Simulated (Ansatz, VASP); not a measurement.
One calculation of Pd, two programs

```xyz
12
Lattice="2.7528 0.0000 0.0000 -1.3764 2.3840 0.0000 0.0000 0.0000 39.7239" Properties=species:S:1:pos:R:3 pbc="T T T"
Pd    1.3764    2.3840    7.5000
Pd    1.3764    0.7947    9.7476
Pd    0.0000    1.5893   11.9952
Pd   -1.3764    2.3840   14.2429
Pd    1.3764    0.7947   16.4905
Pd    0.0000    1.5893   18.7381
Pd   -1.3764    2.3840   20.9857
Pd    1.3764    0.7947   23.2334
Pd    0.0000    1.5893   25.4810
Pd   -1.3764    2.3840   27.7286
Pd    1.3764    0.7947   29.9762
Pd    0.0000    1.5893   32.2239
```

Alike in both runs: task single point; functional LDA; k mesh 21 × 21 × 1; occupations fermi-dirac, width 0.05 eV; no spin polarisation.

```csv
,VASP,Ansatz
version,VASP 6.6.1,Ansatz 0.2.0
potentials or method,"VASP PAW LDA potentials, release 64 (Pd), cutoff 400 eV","scalar-relativistic, plane waves, PAW"
valence electrons in the cell,120,216
```

```csv
,VASP,Ansatz,Ansatz less VASP
rms of the force components (eV/Å),0.073,0.075,+0.0022
"work function, face that differs most (eV)",5.64,5.66,+0.020
```

LDA's correlation is that of Perdew and Zunger in VASP and of Perdew and Wang (1992) in Ansatz. Atom by atom the forces differ by 0.002 eV/Å (rms over components). VASP's potentials hold 120 valence electrons a cell and Ansatz's 216, so a difference there can come from the potentials and not from the codes.
